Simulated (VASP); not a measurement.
Input of a VASP 6.6.1 run:

The input INCAR:

```
PREC     = Accurate       # precision mode
ENCUT    = 520            # plane-wave cutoff, eV
EDIFF    = 1E-7           # SCF threshold, eV
ISMEAR   = -1             # smearing method
SIGMA    = 0.05           # smearing width, eV
LREAL    = False          # projectors in reciprocal space
LASPH    = True           # aspherical terms in the spheres
NELM     = 150            # most SCF steps
ALGO     = Normal         # electronic algorithm
ISIF     = 2              # what is computed and relaxed
LWAVE    = False          # write WAVECAR
LCHARG   = False          # write CHGCAR
ISPIN    = 2              # spin polarisation
MAGMOM   = 4 0            # initial moments
LORBIT   = 11             # projections on sites
LMAXMIX  = 4              # l up to which the mixer works
GGA      = PE             # functional
NBANDS   = 20             # bands
```

KPOINTS

```
regular mesh
0
Gamma
  10 10 10
```

POSCAR

```
MnO
1.0
    0.0000000000      2.2386359976      2.2386359976
    2.2386359976      0.0000000000      2.2386359976
    2.2386359976      2.2386359976      0.0000000000
Mn O
1 1
Direct
    0.0000000000      0.0000000000      0.0000000000
    0.5000000000      0.5000000000      0.5000000000
```

Potentials or basis: VASP PAW PBE potentials, release 64 (Mn_pv, O).

The run is started by

```sh
$ cat potpaw_PBE.64/Mn_pv/POTCAR potpaw_PBE.64/O/POTCAR > POTCAR
$ mpirun -np 1 vasp_std > vasp.out
```

Task: What does it give for the net moment?

Result: 4.81 μB per cell.

Task: What does it give for the pressure?

Result: -2.4 GPa.

Task: Predict the site moments.

Result: Mn +4.37; O +0.20 μB.

Caveat: a cell with one magnetic atom can't hold antiferromagnetic order, which such compounds often take.
